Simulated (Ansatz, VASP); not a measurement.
**Two plane-wave programs on TiSi6**

```
Ti Si
1.0
     7.23623    0.00000    0.00000
    -3.61811    6.26676    0.00000
     0.00000    0.00000    2.66845
Ti Si
1 6
Direct
  0.00000 0.00000 0.00000
  0.00000 0.33598 0.50000
  0.66402 0.66402 0.50000
  0.33598 0.00000 0.50000
  0.00000 0.66402 0.50000
  0.33598 0.33598 0.50000
  0.66402 0.00000 0.50000
```

Change from the starting cell: species swapped into the LiC6 type (P6/mmm, No. 191).

Alike in both runs: functional PBE; k mesh 6 × 6 × 14; occupations gaussian, width 0.1 eV; no spin polarisation.

Ansatz relaxed the structure, and its values are those at the end. VASP's run is a single point on that final structure, the one shown.

|  | VASP | Ansatz |
| --- | --- | --- |
| version | VASP 6.6.1 | Ansatz 0.2.0 |
| potentials or method | VASP PAW PBE potentials, release 64 (Ti_sv, Si), cutoff 520 eV | scalar-relativistic, plane waves, PAW |
| valence electrons in the cell | 36 | 36 |

|  | VASP | Ansatz | Ansatz less VASP |
| --- | --- | --- | --- |
| gap on the k mesh at the Fermi level (eV) | none | none | - |
| pressure (GPa) | 0.0 | 0.0 | +0.06 |

A gap of «none» marks a metal or a gap that the smearing closes. With one functional, cell and mesh, what is left measures potentials, basis and numerics.
